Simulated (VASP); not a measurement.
# AlN (P6_3mc) in VASP: further runs

Runs on AlN. Level: PBEsol. Tasks: single point, relaxation of cell and atoms.

All numbers are computed with VASP 6.6.1; they aren't measurements. Logs are shortened: lines on timing, memory, paths and dates and some standing lists are left out, and cuts for length are marked.

### Step 1. The cell of the first run

Symmetry: P6_3mc, No. 186, hexagonal system. The conventional cell has a = 3.124 Å, b = 3.124 Å, c = 5.003 Å, α = 90.00°, β = 90.00°, γ = 120.00°. Within 2.5 Å of Al (site symmetry 3m) lie 4 N at 1.90 to 1.91 Å. Within 2.5 Å of N (site symmetry 3m) lie 4 Al at 1.90 to 1.91 Å.

### Step 2. Single point, PBEsol

The input, INCAR:

```
SYSTEM = AlN
PREC     = Accurate       ! precision mode
ENCUT    = 520            ! plane-wave cutoff, eV
EDIFF    = 1E-6           ! SCF threshold, eV
ISMEAR   = 0              ! smearing method
SIGMA    = 0.01           ! smearing width, eV
LREAL    = .False.        ! projectors in reciprocal space
LASPH    = .True.         ! aspherical terms in the spheres
NELM     = 60             ! most SCF steps
ALGO     = Normal         ! electronic algorithm
ISIF     = 2              ! what is computed and relaxed
LWAVE    = .False.        ! write WAVECAR
LCHARG   = .False.        ! write CHGCAR
GGA      = PS             ! functional
NBANDS   = 16             ! bands
```

The input, KPOINTS:

```
regular mesh
0
Gamma
  8 8 6
  0 0 0
```

The input, POSCAR:

```
AlN
1.0
    3.1237156610      0.0000000000      0.0000000000
   -1.5618578305      2.7052171167      0.0000000000
    0.0000000000      0.0000000000      5.0026582588
Al N
2 2
Direct
    0.3333333333      0.6666666667     -0.0009039837
    0.6666666667      0.3333333333      0.4990960163
    0.3333333333      0.6666666667      0.3809039837
    0.6666666667      0.3333333333      0.8809039837
```

Potentials or basis: VASP PAW PBE potentials, release 64 (Al, N).

Started as:

```
$ cat potpaw_PBE.64/Al/POTCAR potpaw_PBE.64/N/POTCAR > POTCAR
$ mpirun -np 1 vasp_std > vasp.out
```

OUTCAR:

```text
SYSTEM = AlN
   PREC = Accurate
   ENCUT = 520
   EDIFF = 1E-6
   ISMEAR = 0
   LREAL = .False.
   LASPH = .True.
   NELM = 60
   ISIF = 2
   GGA = PS

 ion  position               nearest neighbor table
   1  0.333  0.667  0.999-   4 1.90   4 1.90   4 1.90   3 1.91   2 3.08   2 3.08   2 3.08   2 3.08
                             2 3.08   2 3.08
   2  0.667  0.333  0.499-   3 1.90   3 1.90   3 1.90   4 1.91   1 3.08   1 3.08   1 3.08   1 3.08
                             1 3.08   1 3.08
   3  0.333  0.667  0.381-   2 1.90   2 1.90   2 1.90   1 1.91
   4  0.667  0.333  0.881-   1 1.90   1 1.90   1 1.90   2 1.91

  LATTYP: Found a hexagonal cell.
 ALAT       =     3.1237156610
 C/A-ratio  =     1.6015088445

  Lattice vectors:

 A1 = (   3.1237156610,   0.0000000000,   0.0000000000)
 A2 = (  -1.5618578305,   2.7052171167,   0.0000000000)
 A3 = (   0.0000000000,   0.0000000000,   5.0026582588)

Analysis of symmetry for initial positions (statically):
=====================================================================
 Subroutine PRICEL returns:
 Original cell was already a primitive cell.

 Routine SETGRP: Setting up the symmetry group for a
 hexagonal supercell.

 Subroutine GETGRP returns: Found 12 space group operations
 (whereof  6 operations were pure point group operations)
 out of a pool of 24 trial point group operations.

The static configuration has the point symmetry C_3v.
 The point group associated with its full space group is C_6v.

Analysis of symmetry for dynamics (positions and initial velocities):
=====================================================================
 Subroutine PRICEL returns:
 Original cell was already a primitive cell.

 Routine SETGRP: Setting up the symmetry group for a
 hexagonal supercell.

 Subroutine GETGRP returns: Found 12 space group operations
 (whereof  6 operations were pure point group operations)
 out of a pool of 24 trial point group operations.

The dynamic configuration has the point symmetry C_3v.
 The point group associated with its full space group is C_6v.

 Subroutine INISYM returns: Found 12 space group operations
 (whereof  6 operations are pure point group operations),
 and found     1 'primitive' translations

----------------------------------------------------------------------------------------

                                     Primitive cell

  volume of cell :      42.2741

  direct lattice vectors                    reciprocal lattice vectors
     3.123715661  0.000000000  0.000000000     0.320131570  0.184828048  0.000000000
    -1.561857830  2.705217117  0.000000000     0.000000000  0.369656097  0.000000000
     0.000000000  0.000000000  5.002658259     0.000000000  0.000000000  0.199893726
[... 90 lines left out ...]
   EDIFFG = 0.1E-04   stopping-criterion for IOM
   NSW    =      0    number of steps for IOM
   IBRION =     -1    ionic relax: 0-MD 1-quasi-New 2-CG
   NFREE  =      0    steps in history (QN), initial steepest desc. (CG)
   ISIF   =      2    stress and relaxation
   ISYM   =      2    0-nonsym 1-usesym 2-fastsym
   POTIM  = 0.5000    time-step for ionic-motion
   TEBEG  =    0.0;   TEEND  =   0.0 temperature during run
   PSTRESS=    0.0 pullay stress
   NELECT =      16.0000    total number of electrons
   NUPDOWN=      -1.0000    fix difference up-down
   EMIN   =  10.00;   EMAX   =-10.00  energy-range for DOS
   EFERMI =   0.00;   METHOD = LEGACY
   ISMEAR =     0;   SIGMA  =   0.01  broadening in eV -4-tet -1-fermi 0-gaus
   EFERMI_NEDOS =   21; number of points for ismear=-14 and -15
   IALGO  =     38    algorithm
   IMIX   =      4    mixing-type and parameters
     AMIX     =   0.40;   BMIX     =  1.00
     AMIX_MAG =   1.60;   BMIX_MAG =  1.00
  volume/ion in A,a.u.               =      10.57        71.32
  Fermi-wavevector in a.u.,A,eV,Ry     =   1.184195  2.237805 19.079702  1.402319
  Thomas-Fermi vector in A             =   2.320414
   LORBIT       =      0    0 simple, 1 ext, 2 COOP (PROOUT), +10 PAW based schemes
   GGA     = PS    functional components
   LHFCALC =     F    Hartree Fock is set to
   AEXX    =    0.0000 exact exchange contribution
   IVDW    =     0    specifies the selected vdW correction
   LEPSILON=     F    determine dielectric tensor
   LRPA    =     F    only Hartree local field effects (RPA)
 non-spin polarized calculation
 Gauss-broadening in eV      SIGMA  =   0.01
  energy-cutoff  :      520.00
  volume of cell :       42.27
 maximum number of plane-waves:      1152
 NGX is ok and might be reduce to    24
   NGX = 11   NGY = 11   NGZ = 19

 number of electron      15.9999997 magnetization

 Free energy of the ion-electron system (eV)
  ---------------------------------------------------
  ext. energy  EPLUGINS =         0.00000000
  ---------------------------------------------------
  free energy    TOTEN  =       -31.30980022 eV

  energy without entropy =      -31.30980022  energy(sigma->0) =      -31.30980022

 E-fermi :   6.0072     XC(G=0): -11.0551

 val. band max:        5.9487262939   @ k =   0.0000   0.0000   0.0000
 cond. band min:       9.9748928356   @ k =   0.0000   0.0000   0.0000
 fundamental gap:      4.0261665416
 Fermi energy:         6.0071645176

 k-point     1 :       0.0000    0.0000    0.0000
  band No.  band energies     occupation
      1      -9.1466      2.00000
      2      -7.0012      2.00000
      3      -0.0534      2.00000
      4       5.0838      2.00000
      5       5.0838      2.00000
      6       5.7338      2.00000
[... 433 lines left out ...]
      3       0.6595      2.00000
      4       1.2966      2.00000
      5       3.5158      2.00000
      6       4.2838      2.00000
[... 8 lines left out ...]
     15      17.9825      0.00000
     16      19.8619      0.00000

 [... further k-points ...]
[... 5 lines left out ...]
  --------------------------------------------------------------------------------------
  -------------------------------------------------------------------------------------
  Total       -0.5494838     -0.5494838     -0.5459886      0.0000000     -0.0000000     -0.0000000
  in kB      -20.8252862    -20.8252862    -20.6928211      0.0000000     -0.0000000     -0.0000000
  external PRESSURE =     -20.7811312 kB  Pullay stress =       0.0000000 kB

 VOLUME and BASIS-vectors are now :
 -----------------------------------------------------------------------------
  energy-cutoff  :      520.00
  volume of cell :       42.27
      direct lattice vectors                 reciprocal lattice vectors
     3.123715661  0.000000000  0.000000000     0.320131570  0.184828048  0.000000000
    -1.561857830  2.705217117  0.000000000     0.000000000  0.369656097  0.000000000
     0.000000000  0.000000000  5.002658259     0.000000000  0.000000000  0.199893726

 POSITION                                       TOTAL-FORCE (eV/Angst)
 -----------------------------------------------------------------------------------
     -0.00000      1.80348      4.99814        -0.000000      0.000000      0.000140
      1.56186      0.90174      2.49681        -0.000000     -0.000000      0.000140
     -0.00000      1.80348      1.90553         0.000000      0.000000     -0.000140
      1.56186      0.90174      4.40686        -0.000000      0.000000     -0.000140
 -----------------------------------------------------------------------------------
    total drift:                               -0.000000      0.000000      0.000589

  FREE ENERGIE OF THE ION-ELECTRON SYSTEM (eV)
  ---------------------------------------------------
  free  energy   TOTEN  =       -31.3098002238 eV

  energy  without entropy=      -31.3098002238  energy(sigma->0) =      -31.30980022
```

It took 8.2 s on 1 thread of Intel Xeon 6975P-C (Granite Rapids), shared host; peak memory 0.16 GiB.

Results:

```yaml
Free_energy: -31.3098 eV
Pressure: -2.1 GPa
Band_gap_on_the_k_mesh: 4.03 eV, direct
```

Caveat: the PAW data sets were made with another functional, which shifts forces and pressure a little. As with any semilocal functional, this PBEsol gap is likely too small.

(Continued in part 2 of 2.)
